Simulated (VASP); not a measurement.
# BaTiO3 (Cm) in VASP: single point with PBE+U

Aim: the single point of BaTiO3 with PBE+U.

Program: VASP 6.6.1. These are calculated values, not measurements. Logs are shortened: lines on timing, memory, paths and dates and some standing lists are left out, and cuts for length are marked.

### 1 The cell of the first run

The structure is monoclinic, space group Cm (No. 8). Conventional cell: a = 5.660 Å, b = 5.653 Å, c = 3.985 Å, α = 90.00°, β = 90.03°, γ = 90.00°. Within 3.7 Å of Ba (site symmetry m) lie 12 O at 2.79 to 2.87 Å and 8 Ti at 3.43 to 3.50 Å. Within 2.6 Å of Ti (site symmetry m) lie 6 O at 1.93 to 2.07 Å. O (site symmetry m) has 2 Ti at 1.98 to 2.01 Å within 2.6 Å. Within 2.6 Å of O (site symmetry 1) lie 2 Ti at 1.93 to 2.07 Å.

### 2 Single point, PBE+U, collinear spin, zero start

The input, INCAR:

```
ALGO = Normal
EDIFF = 1E-7
ENCUT = 520
GGA = PE
ISIF = 2
ISMEAR = -1
ISPIN = 2
LASPH = T
LCHARG = F
LDAU = T
LDAUJ = 0 0 0
LDAUL = -1 2 -1
LDAUPRINT = 1
LDAUTYPE = 2
LDAUU = 0 3.78 0
LMAXMIX = 4
LORBIT = 11
LREAL = F
LWAVE = F
MAGMOM = 0 0 0 0 0 0 0 0 0 0
NBANDS = 55
NELM = 150
PREC = Accurate
SIGMA = 0.1
```

The input, KPOINTS:

```
k-points
0
Gamma
  3 3 5
```

The input, POSCAR:

```
BaTiO3
1.0
   -4.0076277816     -3.9962441983      0.0101490067
   -3.9916041683      4.0029745311     -0.0000011818
   -0.0062935367     -0.0062768364     -3.9847794947
Ba Ti O
2 2 6
Direct
    0.0001487451      0.0000000000      0.9970237726
    0.5001487451      0.5000000000      0.9970237726
    0.5070433244      0.0000000000      0.4985885133
    0.0070433244      0.5000000000      0.4985885133
    0.9923388523      0.5000000000      0.9944913971
    0.4923388523      0.0000000000      0.9944913971
    0.7406345391      0.2479687996      0.4953481585
    0.2406345391      0.7479687996      0.4953481585
    0.7406345391      0.7520312004      0.4953481585
    0.2406345391      0.2520312004      0.4953481585
```

Potentials or basis: VASP PAW PBE potentials, release 64 (Ba_sv, Ti_sv, O).

Command:

```sh
> cat potpaw_PBE.64/Ba_sv/POTCAR potpaw_PBE.64/Ti_sv/POTCAR potpaw_PBE.64/O/POTCAR > POTCAR
> mpirun -np 1 vasp_std > vasp.out
```

OUTCAR:

```text
EDIFF = 1E-7
   ENCUT = 520
   GGA = PE
   ISIF = 2
   ISMEAR = -1
   ISPIN = 2
   LASPH = T
   LORBIT = 11
   LREAL = F
   NELM = 150
   PREC = Accurate

 ion  position               nearest neighbor table
   1  0.000  0.000  0.997-   6 2.79   8 2.80  10 2.80  10 2.81   8 2.81   5 2.83   5 2.83   9 2.84
                             7 2.84   7 2.85   9 2.85   6 2.87   3 3.43   3 3.43   4 3.45   4 3.45
   2  0.500  0.500  0.997-   5 2.79   7 2.80   9 2.80   9 2.81   7 2.81   6 2.83   6 2.83  10 2.84
                             8 2.84   8 2.85  10 2.85   5 2.87   4 3.43   4 3.43   3 3.45   3 3.45
   3  0.507  0.000  0.499-   9 1.93   7 1.93   6 1.98   6 2.01  10 2.07   8 2.07   1 3.43   1 3.43
                             2 3.45   2 3.45   2 3.46   2 3.46   1 3.49   1 3.50
   4  0.007  0.500  0.499-  10 1.93   8 1.93   5 1.98   5 2.01   9 2.07   7 2.07   2 3.43   2 3.43
                             1 3.45   1 3.45   1 3.46   1 3.46   2 3.49   2 3.50
   5  0.992  0.500  0.994-   4 1.98   4 2.01   2 2.79   1 2.83   1 2.83   2 2.87
   6  0.492  0.000  0.994-   3 1.98   3 2.01   1 2.79   2 2.83   2 2.83   1 2.87
   7  0.741  0.248  0.495-   3 1.93   4 2.07   2 2.80   2 2.81   1 2.84   1 2.85
   8  0.241  0.748  0.495-   4 1.93   3 2.07   1 2.80   1 2.81   2 2.84   2 2.85
   9  0.741  0.752  0.495-   3 1.93   4 2.07   2 2.80   2 2.81   1 2.84   1 2.85
  10  0.241  0.252  0.495-   4 1.93   3 2.07   1 2.80   1 2.81   2 2.84   2 2.85

  LATTYP: Found a simple monoclinic cell.
 ALAT       =     3.9847894083
 B/A-ratio  =     1.4186512634
 C/A-ratio  =     1.4203026551
 COS(beta)  =    -0.0004373989

  Lattice vectors:

 A1 = (  -0.0062935367,  -0.0062768364,  -3.9847794947)
 A2 = (  -3.9916041683,   4.0029745311,  -0.0000011818)
 A3 = (   4.0076277816,   3.9962441983,  -0.0101490067)

Analysis of symmetry for initial positions (statically):
=====================================================================
 Subroutine PRICEL returns following result:

  LATTYP: Found a base centered monoclinic cell.
 ALAT       =     5.6596069767
 B/A-ratio  =     0.9988372959
 C/A-ratio  =     0.7040752873
 COS(beta)  =    -0.0004373989
[... 12 lines left out ...]
 Subroutine GETGRP returns: Found  2 space group operations
 (whereof  2 operations were pure point group operations)
 out of a pool of  4 trial point group operations.

The static configuration has the point symmetry C_1h.

Analysis of symmetry for dynamics (positions and initial velocities):
=====================================================================
 Subroutine PRICEL returns following result:

  LATTYP: Found a base centered monoclinic cell.
 ALAT       =     5.6596069767
 B/A-ratio  =     0.9988372959
 C/A-ratio  =     0.7040752873
 COS(beta)  =    -0.0004373989
[... 12 lines left out ...]
 Subroutine GETGRP returns: Found  2 space group operations
 (whereof  2 operations were pure point group operations)
 out of a pool of  4 trial point group operations.

The dynamic configuration has the point symmetry C_1h.

Analysis of structural, dynamic, and magnetic symmetry:
=====================================================================
 Subroutine PRICEL returns following result:

  LATTYP: Found a base centered monoclinic cell.
 ALAT       =     5.6596069767
 B/A-ratio  =     0.9988372959
 C/A-ratio  =     0.7040752873
 COS(beta)  =    -0.0004373989
[... 12 lines left out ...]
 Subroutine GETGRP returns: Found  2 space group operations
 (whereof  2 operations were pure point group operations)
 out of a pool of  4 trial point group operations.

The overall configuration has the point symmetry C_1h.

 Subroutine INISYM returns: Found  2 space group operations
 (whereof  2 operations are pure point group operations),
 and found     2 'primitive' translations

----------------------------------------------------------------------------------------

                                     Primitive cell

  volume of cell :      63.7445

[... 161 lines left out ...]

atom =   4  type =  2  l = 2

 onsite density matrix

spin component  1

  0.1083 -0.0001  0.0023 -0.0000 -0.0004
 -0.0001  0.1069  0.0001 -0.0002  0.0006
  0.0023  0.0001  0.2402  0.0001  0.0000
 -0.0000 -0.0002  0.0001  0.1069 -0.0006
 -0.0004  0.0006  0.0000 -0.0006  0.2425

spin component  2

  0.1083 -0.0001  0.0023 -0.0000 -0.0004
 -0.0001  0.1069  0.0001 -0.0002  0.0006
  0.0023  0.0001  0.2402  0.0001  0.0000
 -0.0000 -0.0002  0.0001  0.1069 -0.0006
 -0.0004  0.0006  0.0000 -0.0006  0.2425

 occupancies and eigenvectors

  o =  0.1067  v =  0.0000  0.0000  0.0000  0.0000  0.0000 -0.0456 -0.7054  0.0014 -0.7074 -0.0001      0.0000  0.0000  0.0000  0.0000  0.0000  0.0000  0.0000  0.0000  0.0000  0.0000
  o =  0.1067  v = -0.0456 -0.7054  0.0014 -0.7074 -0.0001  0.0000  0.0000  0.0000  0.0000  0.0000      0.0000  0.0000  0.0000  0.0000  0.0000  0.0000  0.0000  0.0000  0.0000  0.0000
  o =  0.1071  v =  0.0000  0.0000  0.0000  0.0000  0.0000 -0.0000 -0.7081  0.0000  0.7061  0.0067      0.0000  0.0000  0.0000  0.0000  0.0000  0.0000  0.0000  0.0000  0.0000  0.0000
  o =  0.1071  v = -0.0000 -0.7081  0.0000  0.7061  0.0067  0.0000  0.0000  0.0000  0.0000  0.0000      0.0000  0.0000  0.0000  0.0000  0.0000  0.0000  0.0000  0.0000  0.0000  0.0000
  o =  0.1083  v =  0.0000  0.0000  0.0000  0.0000  0.0000  0.9988 -0.0322 -0.0175 -0.0323  0.0028      0.0000  0.0000  0.0000  0.0000  0.0000  0.0000  0.0000  0.0000  0.0000  0.0000
  o =  0.1083  v =  0.9988 -0.0322 -0.0175 -0.0323  0.0028  0.0000  0.0000  0.0000  0.0000  0.0000      0.0000  0.0000  0.0000  0.0000  0.0000  0.0000  0.0000  0.0000  0.0000  0.0000
  o =  0.2402  v =  0.0000  0.0000  0.0000  0.0000  0.0000 -0.0175 -0.0005 -0.9998 -0.0005 -0.0000      0.0000  0.0000  0.0000  0.0000  0.0000  0.0000  0.0000  0.0000  0.0000  0.0000
  o =  0.2402  v = -0.0175 -0.0005 -0.9998 -0.0005 -0.0000  0.0000  0.0000  0.0000  0.0000  0.0000      0.0000  0.0000  0.0000  0.0000  0.0000  0.0000  0.0000  0.0000  0.0000  0.0000
  o =  0.2425  v =  0.0028 -0.0048  0.0000  0.0047 -1.0000  0.0000  0.0000  0.0000  0.0000  0.0000      0.0000  0.0000  0.0000  0.0000  0.0000  0.0000  0.0000  0.0000  0.0000  0.0000
  o =  0.2425  v =  0.0000  0.0000  0.0000  0.0000  0.0000  0.0028 -0.0048  0.0000  0.0047 -1.0000      0.0000  0.0000  0.0000  0.0000  0.0000  0.0000  0.0000  0.0000  0.0000  0.0000

 number of electron      79.9999985 magnetization      -0.0000000

 Free energy of the ion-electron system (eV)
  ---------------------------------------------------
  ext. energy  EPLUGINS =         0.00000000
  ---------------------------------------------------
  free energy    TOTEN  =       -74.79055819 eV

  energy without entropy =      -74.79055171  energy(sigma->0) =      -74.79055495

 E-fermi :   5.1927     XC(G=0): -11.2939

 val. band max:        3.9628110385   @ k =   0.0000   0.0000   0.4000
 cond. band min:       6.3150691939   @ k =   0.0000   0.0000   0.0000
 fundamental gap:      2.3522581554
 Fermi energy:         5.1926562351

 spin component 1

 k-point     1 :       0.0000    0.0000    0.0000
  band No.  band energies     occupation
      1     -53.5614      1.00000
      2     -53.5595      1.00000
      3     -29.7856      1.00000
      4     -29.7839      1.00000
      5     -29.7425      1.00000
      6     -29.7406      1.00000
[... 869 lines left out ...]
     51      11.7050      0.00000
     52      11.7544      0.00000
 Fermi energy:         5.1926562351

 spin component 2

 k-point     1 :       0.0000    0.0000    0.0000
  band No.  band energies     occupation
      1     -53.5614      1.00000
      2     -53.5595      1.00000
      3     -29.7856      1.00000
      4     -29.7839      1.00000
      5     -29.7425      1.00000
      6     -29.7406      1.00000
[... 869 lines left out ...]
     51      11.7050      0.00000
     52      11.7544      0.00000
 [bands above 52 left out]

------------------------ aborting loop because EDIFF is reached ----------------------------------------

  FORCE on cell =-STRESS in cart. coord.  units (eV):
  Direction    XX          YY          ZZ          XY          YZ          ZX
  --------------------------------------------------------------------------------------
  -------------------------------------------------------------------------------------
  Total        7.0155186      7.0158499      6.9243423     -0.0582366     -0.0190330     -0.0190871
  in kB       88.1653091     88.1694726     87.0194792     -0.7318703     -0.2391911     -0.2398713
  external PRESSURE =      87.7847536 kB  Pullay stress =       0.0000000 kB

 VOLUME and BASIS-vectors are now :
 -----------------------------------------------------------------------------
  energy-cutoff  :      520.00
  volume of cell :      127.49
      direct lattice vectors                 reciprocal lattice vectors
    -4.007627782 -3.996244198  0.010149007    -0.125116472 -0.124761082  0.000394132
    -3.991604168  4.002974531 -0.000001182    -0.124906610  0.125262415 -0.000000037
    -0.006293537 -0.006276836 -3.984779495    -0.000318627 -0.000317797 -0.250953911

 POSITION                                       TOTAL-FORCE (eV/Angst)
 -----------------------------------------------------------------------------------
     -0.00687     -0.00685     -3.97292         0.015210      0.015167      0.003139
     -4.00649     -0.00349     -3.96784         0.015210      0.015167      0.003139
     -2.03518     -2.02940     -1.98162         0.228976      0.228325      0.050870
     -2.02717      1.97021     -1.98669         0.228976      0.228325      0.050870
     -5.97899     -1.97038     -3.95276        -0.005561     -0.005545     -0.052899
     -1.97937     -1.97375     -3.95783        -0.005561     -0.005545     -0.052899
     -3.96110     -1.97025     -1.96634        -0.234163     -0.003795     -0.000555
     -3.95309      2.02936     -1.97141        -0.234163     -0.003795     -0.000555
     -5.97312      0.04750     -1.96634        -0.004461     -0.234151     -0.000555
     -1.97350      0.04413     -1.97141        -0.004461     -0.234151     -0.000555
 -----------------------------------------------------------------------------------
    total drift:                               -0.001030     -0.001027      0.001723

  FREE ENERGIE OF THE ION-ELECTRON SYSTEM (eV)
  ---------------------------------------------------
  free  energy   TOTEN  =       -74.7905581853 eV

  energy  without entropy=      -74.7905517065  energy(sigma->0) =      -74.79055495

 total charge

# of ion       s       p       d       tot
------------------------------------------
    1        2.009   5.655   0.340   8.004
    2        2.009   5.655   0.340   8.004
    3        2.223   6.290   1.583  10.097
    4        2.223   6.290   1.583  10.097
    5        1.563   3.491   0.000   5.054
    6        1.563   3.491   0.000   5.054
    7        1.563   3.490   0.000   5.054
    8        1.563   3.490   0.000   5.054
    9        1.563   3.490   0.000   5.054
   10        1.563   3.490   0.000   5.054
--------------------------------------------------
tot         17.844  44.833   3.846  66.523

 magnetization (x)

# of ion       s       p       d       tot
------------------------------------------
    1        0.000   0.000  -0.000   0.000
    2        0.000   0.000  -0.000   0.000
    3        0.000  -0.000   0.000   0.000
    4        0.000  -0.000   0.000   0.000
    5        0.000  -0.000   0.000  -0.000
    6        0.000  -0.000   0.000  -0.000
    7        0.000  -0.000   0.000  -0.000
    8        0.000  -0.000   0.000  -0.000
    9        0.000  -0.000   0.000  -0.000
   10        0.000  -0.000   0.000  -0.000
--------------------------------------------------
tot          0.000  -0.000   0.000   0.000
```

It took 5.5 min on 1 thread of Intel Xeon Platinum 8259CL at 2.50GHz (Skylake/Cascade Lake), shared host; peak memory 0.36 GiB.

Results:

- Free energy: -74.7906 eV
- Pressure: 8.8 GPa
- Largest force: 0.327 eV/Å
- Band gap on the k mesh: 2.35 eV
- Net moment: 0.00 μB per cell
- Valence electrons inside the program's atomic spheres: Ba 8.00; Ti 10.10; O 5.05

Forces in eV/Å, atoms in the order of the input:
```
Ba   0.015  0.015  0.003
Ba   0.015  0.015  0.003
Ti   0.229  0.228  0.051
Ti   0.229  0.228  0.051
O   -0.006 -0.006 -0.053
O   -0.006 -0.006 -0.053
O   -0.234 -0.004 -0.001
O   -0.234 -0.004 -0.001
O   -0.004 -0.234 -0.001
O   -0.004 -0.234 -0.001
```

Levels at points of the mesh, in eV from the valence-band top:
Spin up:
```
           k point  band 38  band 39  band 40  band 41  band 42  band 43
(0.00, 0.00, 0.00)    -0.21    -0.20    -0.08     2.35     2.39     2.42
```
Spin down:
| k point | band 36 | band 37 | band 38 | band 39 | band 40 | band 41 | band 42 | band 43 | band 44 | band 45 |
| --- | --- | --- | --- | --- | --- | --- | --- | --- | --- | --- |
| (0.00, 0.00, 0.00) | -0.83 | -0.23 | -0.21 | -0.20 | -0.08 | 2.35 | 2.39 | 2.42 | 4.05 | 4.06 |

Eigenvalues of the final occupation matrices:
```
    site  spin  trace               eigenvalues
site 3 d     1   0.80  0.11 0.11 0.11 0.24 0.24
site 3 d     2   0.80  0.11 0.11 0.11 0.24 0.24
site 4 d     1   0.80  0.11 0.11 0.11 0.24 0.24
site 4 d     2   0.80  0.11 0.11 0.11 0.24 0.24
```

Caveat: the cell stands under pressure; spin-orbit coupling is left out, which moves the levels of the heavy elements; an odd mesh through Γ misses points on the zone boundary, where band edges can lie.
